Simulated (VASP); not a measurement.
# CaF2 (Fm-3m) in VASP: notebook

Runs on CaF2. Level: PBEsol. Tasks: single point.

Program: VASP 6.6.1. These are calculated values, not measurements. Logs are shortened: lines on timing, memory, paths and dates and some standing lists are left out, and cuts for length are marked.

## (1) The cell of the first run

It takes space group Fm-3m (No. 225, cubic). The conventional cell has a = 5.462 Å, b = 5.462 Å, c = 5.462 Å, α = 90.00°, β = 90.00°, γ = 90.00°. Within 3.1 Å of Ca (site symmetry m-3m) lie 8 F at 2.37 Å. F (site symmetry -43m) has 4 Ca at 2.37 Å and 6 F at 2.73 Å within 3.1 Å.

## (2) Single point, PBEsol

INCAR reads:

```
ALGO     = Normal         # electronic algorithm
EDIFF    = 1E-6           # SCF threshold, eV
ENCUT    = 600            # plane-wave cutoff, eV
GGA      = PS             # functional
GGA_COMPAT= False        
ISIF     = 2              # what is computed and relaxed
ISMEAR   = 0              # smearing method
LASPH    = True           # aspherical terms in the spheres
LCHARG   = False          # write CHGCAR
LREAL    = False          # projectors in reciprocal space
LWAVE    = False          # write WAVECAR
NBANDS   = 19             # bands
NELM     = 120            # most SCF steps
PREC     = Accurate       # precision mode
SIGMA    = 0.01           # smearing width, eV
```

KPOINTS reads:

```
k-points
0
Gamma
  6 6 6
```

POSCAR reads:

```
CaF2
1.0
    0.0000000000      2.7310000000      2.7310000000
    2.7310000000      0.0000000000      2.7310000000
    2.7310000000      2.7310000000      0.0000000000
Ca F
1 2
Direct
    0.0000000000      0.0000000000      0.0000000000
    0.2500000000      0.2500000000      0.2500000000
    0.7500000000      0.7500000000      0.7500000000
```

Potentials or basis: VASP PAW PBE potentials, release 64 (Ca_sv, F).

Run with:

```console
cat potpaw_PBE.64/Ca_sv/POTCAR potpaw_PBE.64/F/POTCAR > POTCAR
mpirun -np 1 vasp_std > vasp.out
```

OUTCAR:

```text
EDIFF = 1E-6
   ENCUT = 600
   GGA = PS
   ISIF = 2
   ISMEAR = 0
   LASPH = True
   LREAL = False
   NELM = 120
   PREC = Accurate

 ion  position               nearest neighbor table
   1  0.000  0.000  0.000-   3 2.37   3 2.37   3 2.37   2 2.37   3 2.37   2 2.37   2 2.37   2 2.37

   2  0.250  0.250  0.250-   1 2.37   1 2.37   1 2.37   1 2.37
   3  0.750  0.750  0.750-   1 2.37   1 2.37   1 2.37   1 2.37

  LATTYP: Found a face centered cubic cell.
 ALAT       =     5.4620000000

  Lattice vectors:

 A1 = (   0.0000000000,   2.7310000000,   2.7310000000)
 A2 = (   2.7310000000,   0.0000000000,   2.7310000000)
 A3 = (   2.7310000000,   2.7310000000,   0.0000000000)

Analysis of symmetry for initial positions (statically):
=====================================================================
 Subroutine PRICEL returns:
 Original cell was already a primitive cell.

 Routine SETGRP: Setting up the symmetry group for a
 face centered cubic supercell.

 Subroutine GETGRP returns: Found 48 space group operations
 (whereof 48 operations were pure point group operations)
 out of a pool of 48 trial point group operations.

The static configuration has the point symmetry O_h .

Analysis of symmetry for dynamics (positions and initial velocities):
=====================================================================
 Subroutine PRICEL returns:
 Original cell was already a primitive cell.

 Routine SETGRP: Setting up the symmetry group for a
 face centered cubic supercell.

 Subroutine GETGRP returns: Found 48 space group operations
 (whereof 48 operations were pure point group operations)
 out of a pool of 48 trial point group operations.

The dynamic configuration has the point symmetry O_h .

 Subroutine INISYM returns: Found 48 space group operations
 (whereof 48 operations are pure point group operations),
 and found     1 'primitive' translations

----------------------------------------------------------------------------------------

                                     Primitive cell

  volume of cell :      40.7376

  direct lattice vectors                    reciprocal lattice vectors
     0.000000000  2.731000000  2.731000000    -0.183083120  0.183083120  0.183083120
     2.731000000  0.000000000  2.731000000     0.183083120 -0.183083120  0.183083120
[... 74 lines left out ...]
   LSORBIT =      F    spin-orbit coupling
   LASPH  =      T    aspherical Exc in radial PAW
   ENCUT  =  600.0 eV  44.10 Ry    6.64 a.u.   7.71  7.71  7.71*2*pi/ulx,y,z
   NELM   =    120;   NELMIN=  2; NELMDL= -5     # of ELM steps
   EDIFF  = 0.1E-05   stopping-criterion for ELM
   LREAL  =      F    real-space projection
   EDIFFG = 0.1E-04   stopping-criterion for IOM
   NSW    =      0    number of steps for IOM
   IBRION =     -1    ionic relax: 0-MD 1-quasi-New 2-CG
   NFREE  =      0    steps in history (QN), initial steepest desc. (CG)
   ISIF   =      2    stress and relaxation
   ISYM   =      2    0-nonsym 1-usesym 2-fastsym
   POTIM  = 0.5000    time-step for ionic-motion
   TEBEG  =    0.0;   TEEND  =   0.0 temperature during run
   PSTRESS=    0.0 pullay stress
   NELECT =      24.0000    total number of electrons
   NUPDOWN=      -1.0000    fix difference up-down
   EMIN   =  10.00;   EMAX   =-10.00  energy-range for DOS
   EFERMI =   0.00;   METHOD = LEGACY
   ISMEAR =     0;   SIGMA  =   0.01  broadening in eV -4-tet -1-fermi 0-gaus
   EFERMI_NEDOS =   21; number of points for ismear=-14 and -15
   IALGO  =     38    algorithm
   IMIX   =      4    mixing-type and parameters
     AMIX     =   0.40;   BMIX     =  1.00
     AMIX_MAG =   1.60;   BMIX_MAG =  1.00
  volume/ion in A,a.u.               =      13.58        91.64
  Fermi-wavevector in a.u.,A,eV,Ry     =   1.372398  2.593457 25.626266  1.883477
  Thomas-Fermi vector in A             =   2.498009
   LORBIT       =      0    0 simple, 1 ext, 2 COOP (PROOUT), +10 PAW based schemes
   GGA     = PS    functional components
   LHFCALC =     F    Hartree Fock is set to
   AEXX    =    0.0000 exact exchange contribution
   IVDW    =     0    specifies the selected vdW correction
   LEPSILON=     F    determine dielectric tensor
   LRPA    =     F    only Hartree local field effects (RPA)
 non-spin polarized calculation
 Gauss-broadening in eV      SIGMA  =   0.01
  energy-cutoff  :      600.00
  volume of cell :       40.74
 maximum number of plane-waves:      1380
   NGX = 15   NGY = 15   NGZ = 15

 number of electron      23.9999989 magnetization

 Free energy of the ion-electron system (eV)
  ---------------------------------------------------
  ext. energy  EPLUGINS =         0.00000000
  ---------------------------------------------------
  free energy    TOTEN  =       -17.90272247 eV

  energy without entropy =      -17.90272247  energy(sigma->0) =      -17.90272247

 E-fermi :  -0.9285     XC(G=0):  -9.8973

 val. band max:       -1.0856225988   @ k =   0.5000   0.5000   0.0000
 cond. band min:       6.0088493550   @ k =   0.0000   0.0000   0.0000
 fundamental gap:      7.0944719538
 Fermi energy:        -0.9284594230

 k-point     1 :       0.0000    0.0000    0.0000
  band No.  band energies     occupation
      1     -36.8955      2.00000
      2     -20.9081      2.00000
      3     -20.1184      2.00000
      4     -17.9200      2.00000
      5     -17.9200      2.00000
      6     -17.9200      2.00000
[... 329 lines left out ...]
      6     -17.3960      2.00000
[... 11 lines left out ...]
     18      13.3362      0.00000
     19      13.3519      0.00000

------------------------ aborting loop because EDIFF is reached ----------------------------------------

  FORCE on cell =-STRESS in cart. coord.  units (eV):
  Direction    XX          YY          ZZ          XY          YZ          ZX
  --------------------------------------------------------------------------------------
  -------------------------------------------------------------------------------------
  Total       -0.4238135     -0.4238135     -0.4238135      0.0000000      0.0000000      0.0000000
  in kB      -16.6682594    -16.6682594    -16.6682594      0.0000000      0.0000000      0.0000000
  external PRESSURE =     -16.6682594 kB  Pullay stress =       0.0000000 kB

 VOLUME and BASIS-vectors are now :
 -----------------------------------------------------------------------------
  energy-cutoff  :      600.00
  volume of cell :       40.74
      direct lattice vectors                 reciprocal lattice vectors
     0.000000000  2.731000000  2.731000000    -0.183083120  0.183083120  0.183083120
     2.731000000  0.000000000  2.731000000     0.183083120 -0.183083120  0.183083120
     2.731000000  2.731000000  0.000000000     0.183083120  0.183083120 -0.183083120

 POSITION                                       TOTAL-FORCE (eV/Angst)
 -----------------------------------------------------------------------------------
      0.00000      0.00000      0.00000         0.000000     -0.000000      0.000000
      1.36550      1.36550      1.36550        -0.000000     -0.000000      0.000000
      4.09650      4.09650      4.09650         0.000000      0.000000     -0.000000
 -----------------------------------------------------------------------------------
    total drift:                                0.000000     -0.000000      0.000000

  FREE ENERGIE OF THE ION-ELECTRON SYSTEM (eV)
  ---------------------------------------------------
  free  energy   TOTEN  =       -17.9027224741 eV

  energy  without entropy=      -17.9027224741  energy(sigma->0) =      -17.90272247
```

OSZICAR:

```text
N       E                     dE             d eps       ncg     rms          rms(c)
DAV:   1     0.237102648665E+03    0.23710E+03   -0.14664E+04   608   0.143E+03
DAV:   2    -0.579035396350E+01   -0.24289E+03   -0.23658E+03   712   0.371E+02
DAV:   3    -0.185578010443E+02   -0.12767E+02   -0.12708E+02   685   0.907E+01
DAV:   4    -0.189830154903E+02   -0.42521E+00   -0.42435E+00   981   0.130E+01
DAV:   5    -0.189858035885E+02   -0.27881E-02   -0.27874E-02   687   0.122E+00    0.738E+00
DAV:   6    -0.179041269579E+02    0.10817E+01   -0.44402E+00   644   0.147E+01    0.301E+00
DAV:   7    -0.178899602825E+02    0.14167E-01   -0.10742E-01   712   0.328E+00    0.169E+00
DAV:   8    -0.178996859073E+02   -0.97256E-02   -0.34306E-02   688   0.207E+00    0.213E-01
DAV:   9    -0.179018932392E+02   -0.22073E-02   -0.73323E-03   737   0.611E-01    0.132E-01
DAV:  10    -0.179027089472E+02   -0.81571E-03   -0.17197E-03   635   0.342E-01    0.203E-02
DAV:  11    -0.179027174255E+02   -0.84783E-05   -0.46012E-05   712   0.636E-02    0.757E-03
DAV:  12    -0.179027226701E+02   -0.52446E-05   -0.10776E-05   666   0.258E-02    0.361E-03
DAV:  13    -0.179027224741E+02    0.19596E-06   -0.20478E-06   684   0.106E-02
   1 F= -.17902722E+02 E0= -.17902722E+02  d E =-.418996-111
```

It took 9.5 s on 1 thread of AMD EPYC 9R45 (Zen 5), shared host; peak memory 0.15 GiB.

What came out:

- Free energy: -17.9027 eV
- Pressure: -1.7 GPa
- Band gap on the k mesh: 7.09 eV (least direct gap 7.35 eV)

Levels at points of the mesh, in eV from the valence-band top:
```
           k point  band 10  band 11  band 12  band 13  band 14  band 15
(0.00, 0.00, 0.00)    -0.26    -0.26    -0.26     7.09     9.12     9.12
(0.50, 0.00, 0.00)    -1.26    -0.85    -0.85     9.35     9.35     9.70
(0.50, 0.50, 0.00)    -0.37    -0.37     0.00     8.02     9.47    10.07
```

Caveat: the PAW data sets were made with another functional, which shifts forces and pressure a little. A k mesh can miss the band edges.

## (3) Single point, PBEsol

This run uses another cell than the first one, of 13.99 Å³/atom.

INCAR reads:

```
SYSTEM = CaF2
  ALGO = Normal
  EDIFF = 1E-6
  ENCUT = 600
  GGA = PS
  GGA_COMPAT = .FALSE.
  ISIF = 2
  ISMEAR = 0
  LASPH = .TRUE.
  LCHARG = .TRUE.
  LELF = .TRUE.
  LREAL = .FALSE.
  LVHAR = .TRUE.
  LWAVE = .FALSE.
  NBANDS = 19
  NELM = 120
  PREC = Accurate
  SIGMA = 0.01
```

KPOINTS reads:

```
k-points
0
G
  6 6 6
  0 0 0
```

POSCAR reads:

```
CaF2
1.0
    0.0000000000      2.7580413626      2.7580413626
    2.7580413626      0.0000000000      2.7580413626
    2.7580413626      2.7580413626      0.0000000000
Ca F
1 2
Direct
    0.0000000000      0.0000000000      0.0000000000
    0.2500000000      0.2500000000      0.2500000000
    0.7500000000      0.7500000000      0.7500000000
```

Potentials or basis: VASP PAW PBE potentials, release 64 (Ca_sv, F).

Run with:

```console
cat potpaw_PBE.64/Ca_sv/POTCAR potpaw_PBE.64/F/POTCAR > POTCAR
mpirun -np 1 vasp_std > vasp.out
```

Run time: 9.5 s. Hardware: 1 thread of AMD EPYC 9R45 (Zen 5), shared host; peak memory 0.15 GiB.

The run converged. Its results:

```
Free energy            : -17.8841 eV
Pressure               : -3.9 GPa
Band gap on the k mesh : 6.93 eV (least direct gap 7.18 eV)
```

Levels at points of the mesh, in eV from the valence-band top:
| k point | band 9 | band 10 | band 11 | band 12 | band 13 | band 14 | band 15 | band 16 |
| --- | --- | --- | --- | --- | --- | --- | --- | --- |
| (0.00, 0.00, 0.00) | -2.05 | -0.25 | -0.25 | -0.25 | 6.93 | 9.01 | 9.01 | 10.99 |
| (0.50, 0.00, 0.00) | -1.28 | -1.22 | -0.83 | -0.83 | 9.22 | 9.22 | 9.51 | 10.39 |
| (0.50, 0.50, 0.00) | -1.62 | -0.35 | -0.35 | 0.00 | 7.94 | 9.30 | 9.92 | 10.66 |

Caveat: the cell stands under tension; the PAW data sets were made with another functional, which shifts forces and pressure a little.

## (4) Single point, PBEsol

This run uses another cell than the first one, of 14.39 Å³/atom.

INCAR reads:

```
SYSTEM = CaF2
PREC = Accurate ; ENCUT = 600
EDIFF = 1E-6 ; ISMEAR = 0
SIGMA = 0.01 ; LREAL = .FALSE.
LASPH = .TRUE. ; NELM = 120
ALGO = Normal ; ISIF = 2
LWAVE = .FALSE. ; LCHARG = .FALSE.
GGA = PS ; NBANDS = 19
GGA_COMPAT = .FALSE.
```

KPOINTS reads:

```
regular mesh
0
G
  6 6 6
  0 0 0
```

POSCAR reads:

```
CaF2
1.0
    0.0000000000      2.7845626180      2.7845626180
    2.7845626180      0.0000000000      2.7845626180
    2.7845626180      2.7845626180      0.0000000000
Ca F
1 2
Direct
    0.0000000000      0.0000000000      0.0000000000
    0.2500000000      0.2500000000      0.2500000000
    0.7500000000      0.7500000000      0.7500000000
```

Run with:

```console
cat potpaw_PBE.64/Ca_sv/POTCAR potpaw_PBE.64/F/POTCAR > POTCAR
mpirun -np 1 vasp_std > vasp.out
```

Run time: 9 s. Hardware: 1 thread of AMD EPYC 9R45 (Zen 5), shared host; peak memory 0.15 GiB.

It converged, with:

- Free energy: -17.8502 eV
- Pressure: -5.7 GPa
- Band gap on the k mesh: 6.77 eV (least direct gap 7.02 eV)

Levels at points of the mesh, in eV from the valence-band top:
| k point | band 9 | band 10 | band 11 | band 12 | band 13 | band 14 | band 15 | band 16 |
| --- | --- | --- | --- | --- | --- | --- | --- | --- |
| (0.00, 0.00, 0.00) | -1.97 | -0.25 | -0.25 | -0.25 | 6.77 | 8.90 | 8.90 | 10.77 |
| (0.50, 0.00, 0.00) | -1.24 | -1.18 | -0.81 | -0.81 | 9.09 | 9.09 | 9.33 | 10.26 |
| (0.50, 0.50, 0.00) | -1.58 | -0.34 | -0.34 | 0.00 | 7.86 | 9.14 | 9.76 | 10.47 |

Caveat: the cell stands under tension; the PAW data sets were made with another functional, which shifts forces and pressure a little.

## (5) Overview

| cell | gap on the mesh (eV) | pressure (GPa) |
| --- | --- | --- |
| a = 3.862 Å, angles 60.0°, 3 atoms | 7.09 | -1.7 |
| a = 3.900 Å, angles 60.0°, 3 atoms | 6.93 | -3.9 |
| a = 3.938 Å, angles 60.0°, 3 atoms | 6.77 | -5.7 |

Alike in all rows: task single point; level PBEsol; potentials or basis VASP PAW PBE potentials, release 64 (Ca_sv, F); no spin polarisation; k mesh 6 × 6 × 6; cutoff (eV) 600; smearing gaussian 0.01 eV.

Caveats: the PAW data sets were made with another functional, which shifts forces and pressure a little; the cell stands under tension (at least some runs).

Total energies depend on the potentials used, so only differences within one code and one set of settings carry meaning.
